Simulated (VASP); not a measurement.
Set up this calculation in VASP 6.6.1, as the native input.

- Task: single point
- Functional: PBE0
- Potentials or basis: VASP PAW PBE potentials, release 64 (Ba_sv, Zr_sv, O)
- Cutoff: 520 eV
- k mesh: 4 × 4 × 4
- Occupations: gaussian, width 0.01 eV
- Spin: no spin polarisation
- Dipole correction: no
- Grid for exact exchange (PRECFOCK): Fast
- Further INCAR settings: ALGO = Normal; EDIFF = 1e-06; NBANDS = 28
- Share of exact exchange: 0.25

BaZrO3:

```
CELL_PARAMETERS angstrom
4.20534 0.00000 0.00000
0.00000 4.20534 0.00000
0.00000 0.00000 4.20534
ATOMIC_POSITIONS crystal
Ba 0.00000 0.00000 0.00000
Zr 0.50000 0.50000 0.50000
O 0.50000 0.00000 0.50000
O 0.50000 0.50000 0.00000
O 0.00000 0.50000 0.50000
```

One way to write it, as run:

POSCAR

```
BaZrO3
1.0
    4.2053404461      0.0000000000      0.0000000000
    0.0000000000      4.2053404461      0.0000000000
    0.0000000000      0.0000000000      4.2053404461
Ba Zr O
1 1 3
Direct
    0.0000000000      0.0000000000      0.0000000000
    0.5000000000      0.5000000000      0.5000000000
    0.5000000000      0.0000000000      0.5000000000
    0.5000000000      0.5000000000      0.0000000000
    0.0000000000      0.5000000000      0.5000000000
```

INCAR.step1

```
ALGO     = Normal         # electronic algorithm
EDIFF    = 1E-5           # SCF threshold, eV
ENCUT    = 520            # plane-wave cutoff, eV
GGA      = PE             # functional
ISIF     = 2              # what is computed and relaxed
ISMEAR   = 0              # smearing method
LASPH    = T              # aspherical terms in the spheres
LREAL    = F              # projectors in reciprocal space
LWAVE    = T              # write WAVECAR
NBANDS   = 28             # bands
NELM     = 80             # most SCF steps
PREC     = Accurate       # precision mode
SIGMA    = 0.01           # smearing width, eV
```

INCAR.step2

```
AEXX     = 0.25           # exact-exchange fraction
ALGO     = Normal         # electronic algorithm
EDIFF    = 1E-6           # SCF threshold, eV
ENCUT    = 520            # plane-wave cutoff, eV
GGA      = PE             # functional
ISIF     = 2              # what is computed and relaxed
ISMEAR   = 0              # smearing method
ISTART   = 1            
LASPH    = T              # aspherical terms in the spheres
LCHARG   = T              # write CHGCAR
LELF     = T              # ELF
LHFCALC  = T              # exact exchange
LREAL    = F              # projectors in reciprocal space
LVHAR    = T            
LWAVE    = F              # write WAVECAR
NBANDS   = 28             # bands
NELM     = 80             # most SCF steps
PREC     = Accurate       # precision mode
PRECFOCK = Fast         
SIGMA    = 0.01           # smearing width, eV
```

KPOINTS

```
k-points
0
Gamma
  4 4 4
```

Potentials or basis: VASP PAW PBE potentials, release 64 (Ba_sv, Zr_sv, O).

The run is started by

```console
$ cat potpaw_PBE.64/Ba_sv/POTCAR potpaw_PBE.64/Zr_sv/POTCAR potpaw_PBE.64/O/POTCAR > POTCAR
$ cp INCAR.step1 INCAR
$ mpirun -np 1 vasp_std > vasp.out
$ cp INCAR.step2 INCAR
$ mpirun -np 1 vasp_std > vasp.out
```

It gave:

- Pressure: -0.6 GPa
- Band gap on the k mesh: 5.41 eV (least direct gap 5.71 eV)

Caveat: the PAW data sets were made with another functional, which shifts forces and pressure a little; spin-orbit coupling is left out, which moves the levels of the heavy elements.

Run time: 41 min on 1 thread of Oxide Virtual Turin-like Processor (shared host), peak memory 0.17 GiB.
